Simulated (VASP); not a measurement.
# ZrB (I4/mmm) in VASP: notebook

Runs on ZrB. Level: PBEsol. Tasks: single point.

All numbers are computed with VASP 6.6.1; they aren't measurements. Logs are shortened: lines on timing, memory, paths and dates and some standing lists are left out, and cuts for length are marked.

## 1. The cell of the first run

It takes space group I4/mmm (No. 139, tetragonal). The conventional cell has a = 3.301 Å, b = 3.301 Å, c = 4.926 Å, α = 90.00°, β = 90.00°, γ = 90.00°. Zr (site symmetry 4/mmm) has 6 B at 2.33 to 2.46 Å within 3.1 Å. B (site symmetry 4/mmm) has 6 Zr at 2.33 to 2.46 Å within 3.1 Å.

## 2. Single point, PBEsol (biaxial strain in the a-b plane: -4.0 %, then relaxed in part)

The input, INCAR:

```
SYSTEM = ZrB
ALGO     = Normal         ! electronic algorithm
EDIFF    = 1E-6           ! SCF threshold, eV
ENCUT    = 520            ! plane-wave cutoff, eV
GGA      = PS             ! functional
ISIF     = 2              ! what is computed and relaxed
ISMEAR   = 0              ! smearing method
LASPH    = .True.         ! aspherical terms in the spheres
LCHARG   = .True.         ! write CHGCAR
LELF     = .True.         ! ELF
LREAL    = .False.        ! projectors in reciprocal space
LVHAR    = .True.       
LWAVE    = .False.        ! write WAVECAR
NBANDS   = 23             ! bands
NELM     = 100            ! most SCF steps
PREC     = Accurate       ! precision mode
SIGMA    = 0.1            ! smearing width, eV
```

The input, KPOINTS:

```
k-points
0
Gamma
  16 16 12
  0 0 0
```

The input, POSCAR:

```
ZrB
1.0
    2.3338584507      2.3338584507      0.0000000000
   -2.3338584507      2.3338584507      0.0000000000
    0.0000000000      0.0000000000      4.9263401587
Zr B
2 2
Direct
    0.0000000000      0.0000000000      0.0000000000
    0.5000000000      0.5000000000      0.5000000000
    0.5000000000      0.5000000000      0.0000000000
    0.0000000000      0.0000000000      0.5000000000
```

Potentials or basis: VASP PAW PBE potentials, release 64 (Zr_sv, B).

Launch:

```
$ cat potpaw_PBE.64/Zr_sv/POTCAR potpaw_PBE.64/B/POTCAR > POTCAR
$ mpirun -np 1 vasp_std > vasp.out
```

OUTCAR:

```text
SYSTEM = ZrB
   EDIFF = 1E-6
   ENCUT = 520
   GGA = PS
   ISIF = 2
   ISMEAR = 0
   LASPH = .True.
   LREAL = .False.
   NELM = 100
   PREC = Accurate

 ion  position               nearest neighbor table
   1  0.000  0.000  0.000-   3 2.33   3 2.33   3 2.33   3 2.33   4 2.46   4 2.46   2 3.39   2 3.39
                             2 3.39   2 3.39   2 3.39   2 3.39   2 3.39   2 3.39
   2  0.500  0.500  0.500-   4 2.33   4 2.33   4 2.33   4 2.33   3 2.46   3 2.46   1 3.39   1 3.39
                             1 3.39   1 3.39   1 3.39   1 3.39   1 3.39   1 3.39
   3  0.500  0.500  0.000-   1 2.33   1 2.33   1 2.33   1 2.33   2 2.46   2 2.46
   4  0.000  0.000  0.500-   2 2.33   2 2.33   2 2.33   2 2.33   1 2.46   1 2.46

  LATTYP: Found a simple tetragonal cell.
 ALAT       =     3.3005742736
 C/A-ratio  =     1.4925706105

  Lattice vectors:

 A1 = (   2.3338584507,   2.3338584507,   0.0000000000)
 A2 = (  -2.3338584507,   2.3338584507,   0.0000000000)
 A3 = (   0.0000000000,   0.0000000000,   4.9263401587)

Analysis of symmetry for initial positions (statically):
=====================================================================
 Subroutine PRICEL returns following result:

  LATTYP: Found a body centered tetragonal cell.
 ALAT       =     3.3005742736
 C/A-ratio  =     1.4925706105

  Lattice vectors:

 A1 = (   2.3338584507,   0.0000000000,  -2.4631700794)
 A2 = (  -2.3338584507,   0.0000000000,  -2.4631700793)
 A3 = (   0.0000000000,   2.3338584507,   2.4631700793)

   2 primitive cells build up your supercell.

 Routine SETGRP: Setting up the symmetry group for a
 simple tetragonal supercell.

 Subroutine GETGRP returns: Found 16 space group operations
 (whereof 16 operations were pure point group operations)
 out of a pool of 16 trial point group operations.

The static configuration has the point symmetry D_4h.

Analysis of symmetry for dynamics (positions and initial velocities):
=====================================================================
 Subroutine PRICEL returns following result:

  LATTYP: Found a body centered tetragonal cell.
 ALAT       =     3.3005742736
 C/A-ratio  =     1.4925706105

  Lattice vectors:

 A1 = (   2.3338584507,   0.0000000000,  -2.4631700794)
 A2 = (  -2.3338584507,   0.0000000000,  -2.4631700793)
 A3 = (   0.0000000000,   2.3338584507,   2.4631700793)

   2 primitive cells build up your supercell.

[... 104 lines left out ...]
   LASPH  =      T    aspherical Exc in radial PAW
   ENCUT  =  520.0 eV  38.22 Ry    6.18 a.u.   6.14  6.14  9.16*2*pi/ulx,y,z
   NELM   =    100;   NELMIN=  2; NELMDL= -5     # of ELM steps
   EDIFF  = 0.1E-05   stopping-criterion for ELM
   LREAL  =      F    real-space projection
   EDIFFG = 0.1E-04   stopping-criterion for IOM
   NSW    =      0    number of steps for IOM
   IBRION =     -1    ionic relax: 0-MD 1-quasi-New 2-CG
   NFREE  =      0    steps in history (QN), initial steepest desc. (CG)
   ISIF   =      2    stress and relaxation
   ISYM   =      2    0-nonsym 1-usesym 2-fastsym
   POTIM  = 0.5000    time-step for ionic-motion
   TEBEG  =    0.0;   TEEND  =   0.0 temperature during run
   PSTRESS=    0.0 pullay stress
   NELECT =      30.0000    total number of electrons
   NUPDOWN=      -1.0000    fix difference up-down
   EMIN   =  10.00;   EMAX   =-10.00  energy-range for DOS
   EFERMI =   0.00;   METHOD = LEGACY
   ISMEAR =     0;   SIGMA  =   0.10  broadening in eV -4-tet -1-fermi 0-gaus
   EFERMI_NEDOS =   21; number of points for ismear=-14 and -15
   IALGO  =     38    algorithm
   IMIX   =      4    mixing-type and parameters
     AMIX     =   0.40;   BMIX     =  1.00
     AMIX_MAG =   1.60;   BMIX_MAG =  1.00
  volume/ion in A,a.u.               =      13.42        90.54
  Fermi-wavevector in a.u.,A,eV,Ry     =   1.348593  2.548471 24.744944  1.818702
  Thomas-Fermi vector in A             =   2.476249
   LORBIT       =      0    0 simple, 1 ext, 2 COOP (PROOUT), +10 PAW based schemes
   GGA     = PS    functional components
   LHFCALC =     F    Hartree Fock is set to
   AEXX    =    0.0000 exact exchange contribution
   IVDW    =     0    specifies the selected vdW correction
   LEPSILON=     F    determine dielectric tensor
   LRPA    =     F    only Hartree local field effects (RPA)
 non-spin polarized calculation
 Gauss-broadening in eV      SIGMA  =   0.10
  energy-cutoff  :      520.00
  volume of cell :       53.67
 maximum number of plane-waves:      1476
 NGX is ok and might be reduce to    28
   NGX = 13   NGY = 13   NGZ = 19

 number of electron      30.0000000 magnetization

 Free energy of the ion-electron system (eV)
  ---------------------------------------------------
  ext. energy  EPLUGINS =         0.00000000
  ---------------------------------------------------
  free energy    TOTEN  =       -33.55883681 eV

  energy without entropy =      -33.54603656  energy(sigma->0) =      -33.55243669

 E-fermi :   8.2456     XC(G=0): -12.0176

 val. band max:        8.2445741255   @ k =   0.1250   0.0000   0.2500
 cond. band min:       8.2525592198   @ k =   0.3750   0.1250   0.0833
 fundamental gap:      0.0079850942
 Fermi energy:         8.2455508008

 k-point     1 :       0.0000    0.0000    0.0000
  band No.  band energies     occupation
      1     -38.6956      2.00000
      2     -38.5881      2.00000
      3     -17.1864      2.00000
      4     -16.7385      2.00000
      5     -16.7385      2.00000
      6     -16.5129      2.00000
[... 613 lines left out ...]
     22      15.0717      0.00000
     23      15.3809      0.00000

 [... further k-points ...]

------------------------ aborting loop because EDIFF is reached ----------------------------------------

  FORCE on cell =-STRESS in cart. coord.  units (eV):
  Direction    XX          YY          ZZ          XY          YZ          ZX
  --------------------------------------------------------------------------------------
  -------------------------------------------------------------------------------------
  Total        7.2048131      7.2048131      0.0684225      0.0000000      0.0000000     -0.0000000
  in kB      215.0947873    215.0947873      2.0427078      0.0000000      0.0000000     -0.0000000
  external PRESSURE =     144.0774274 kB  Pullay stress =       0.0000000 kB

 VOLUME and BASIS-vectors are now :
 -----------------------------------------------------------------------------
  energy-cutoff  :      520.00
  volume of cell :       53.67
      direct lattice vectors                 reciprocal lattice vectors
     2.333858451  2.333858451  0.000000000     0.214237500  0.214237500  0.000000000
    -2.333858451  2.333858451  0.000000000    -0.214237500  0.214237500  0.000000000
     0.000000000  0.000000000  4.926340159     0.000000000  0.000000000  0.202990449

 POSITION                                       TOTAL-FORCE (eV/Angst)
 -----------------------------------------------------------------------------------
      0.00000      0.00000      0.00000         0.000000     -0.000000     -0.000000
      0.00000      2.33386      2.46317        -0.000000      0.000000      0.000000
      0.00000      2.33386      0.00000         0.000000     -0.000000     -0.000000
      0.00000      0.00000      2.46317         0.000000     -0.000000     -0.000000
 -----------------------------------------------------------------------------------
    total drift:                               -0.000000      0.000000      0.000000

  FREE ENERGIE OF THE ION-ELECTRON SYSTEM (eV)
  ---------------------------------------------------
  free  energy   TOTEN  =       -33.5588368139 eV

  energy  without entropy=      -33.5460365581  energy(sigma->0) =      -33.55243669
```

OSZICAR:

```text
N       E                     dE             d eps       ncg     rms          rms(c)
DAV:   1     0.234124417332E+03    0.23412E+03   -0.15930E+04 14490   0.130E+03
DAV:   2    -0.206718765557E+02   -0.25480E+03   -0.24448E+03 17233   0.358E+02
DAV:   3    -0.366268029104E+02   -0.15955E+02   -0.15717E+02 26653   0.701E+01
DAV:   4    -0.370021009585E+02   -0.37530E+00   -0.37496E+00 17348   0.101E+01
DAV:   5    -0.370112383076E+02   -0.91373E-02   -0.91369E-02 22836   0.121E+00    0.300E+01
DAV:   6    -0.335848287345E+02    0.34264E+01   -0.96317E+00 16298   0.168E+01    0.116E+01
DAV:   7    -0.335619208898E+02    0.22908E-01   -0.11250E+00 24017   0.484E+00    0.383E+00
DAV:   8    -0.335584039852E+02    0.35169E-02   -0.71861E-02 16503   0.183E+00    0.808E-01
DAV:   9    -0.335587263455E+02   -0.32236E-03   -0.48188E-03 21793   0.461E-01    0.145E-01
DAV:  10    -0.335588352964E+02   -0.10895E-03   -0.34643E-04 18495   0.163E-01    0.217E-02
DAV:  11    -0.335588392800E+02   -0.39836E-05   -0.36410E-05 20800   0.414E-02    0.742E-03
DAV:  12    -0.335588367809E+02    0.24991E-05   -0.22964E-06 14869   0.135E-02    0.332E-03
DAV:  13    -0.335588368139E+02   -0.32960E-07   -0.19890E-07 10906   0.335E-03
   1 F= -.33558837E+02 E0= -.33552437E+02  d E =-.128003E-01
```

stdout:

```text
POSCAR found type information on POSCAR ZrB
 POSCAR found :  2 types and       4 ions
 scaLAPACK will be used
 -----------------------------------------------------------------------------
|                                                                             |
|                                                                             |
|     You enforced a specific xc type in the INCAR file but a different       |
|     I HOPE YOU KNOW WHAT YOU ARE DOING!                                     |
|                                                                             |
 -----------------------------------------------------------------------------

 LDA part: xc-table for (Slater+PW92), standard interpolation
 POSCAR, INCAR and KPOINTS ok, starting setup
 FFT: planning ... GRIDC
 FFT: planning ... GRID_SOFT
 FFT: planning ... GRID
 WAVECAR not read
 entering main loop
```

It took 4.7 min on 1 thread of Intel Xeon Platinum 8259CL at 2.50GHz (Skylake/Cascade Lake), shared host; peak memory 0.44 GiB.

What came out:

* Free energy: -33.5588 eV
* Pressure: 14.4 GPa
* Band gap on the k mesh: zero (bands 15 and 16 overlap by 3.37 eV)

Stress tensor (GPa, compression positive):
```
21.51  0.00  0.00
 0.00 21.51  0.00
 0.00  0.00  0.20
```

Caveat: the cell differs from its parent crystal (biaxial strain in the a-b plane: -4.0 %, then relaxed in part); the cell stands under pressure; the PAW data sets were made with another functional, which shifts forces and pressure a little.

## 3. Single point, PBEsol (biaxial strain in the a-b plane: -4.0 %)

The input, INCAR:

```
SYSTEM = ZrB
ALGO = Normal ; EDIFF = 1E-6
ENCUT = 520 ; GGA = PS
ISIF = 2 ; ISMEAR = 0
LASPH = .True. ; LCHARG = .False.
LREAL = .False. ; LWAVE = .False.
NBANDS = 23 ; NELM = 80
PREC = Accurate ; SIGMA = 0.1
```

KPOINTS is that of step 2.

Changes to POSCAR since step 2:

```diff
@@ -4,3 +4,3 @@
    -2.3338584507      2.3338584507      0.0000000000
-    0.0000000000      0.0000000000      4.9263401587
+    0.0000000000      0.0000000000      4.9788980282
 Zr B
```

Potentials or basis: VASP PAW PBE potentials, release 64 (Zr_sv, B).

Launch:

```
$ cat potpaw_PBE.64/Zr_sv/POTCAR potpaw_PBE.64/B/POTCAR > POTCAR
$ mpirun -np 1 vasp_std > vasp.out
```

Wall time 4.5 min (1 thread of Intel Xeon Platinum 8259CL at 2.50GHz (Skylake/Cascade Lake), shared host); peak memory 0.44 GiB.

It converged, with:

```
Free energy            : -33.5526 eV
Pressure               : 12.5 GPa
Band gap on the k mesh : zero (bands 15 and 16 overlap by 3.31 eV)
```

Stress tensor (GPa, compression positive):
```
20.62  0.00  0.00
 0.00 20.62  0.00
 0.00  0.00 -3.81
```

Levels at points of the mesh, in eV from the Fermi level:
```csv
k point,band 12,band 13,band 14,band 15,band 16,band 17,band 18,band 19,band 20,band 21
"(0.00, 0.00, 0.00)",-0.94,1.37,2.06,2.06,2.62,2.62,2.98,3.42,3.75,3.80
"(0.50, 0.00, 0.00)",-2.66,-1.27,-1.27,-0.93,-0.93,4.08,4.08,5.81,5.81,6.68
"(0.50, 0.50, 0.00)",-0.98,-0.28,-0.28,2.06,2.06,2.34,2.34,4.99,4.99,5.97
"(0.00, 0.00, 0.50)",-1.54,0.02,0.02,1.88,1.88,1.88,1.88,4.33,4.33,5.86
"(0.50, 0.00, 0.50)",-3.82,-1.41,-1.41,-1.22,-1.22,5.12,5.12,5.51,5.51,6.81
"(0.50, 0.50, 0.50)",-0.78,-0.78,-0.78,-0.70,-0.70,4.30,4.30,4.30,4.30,6.67
```

Caveat: the cell differs from its parent crystal (biaxial strain in the a-b plane: -4.0 %); the cell stands under pressure; the PAW data sets were made with another functional, which shifts forces and pressure a little.
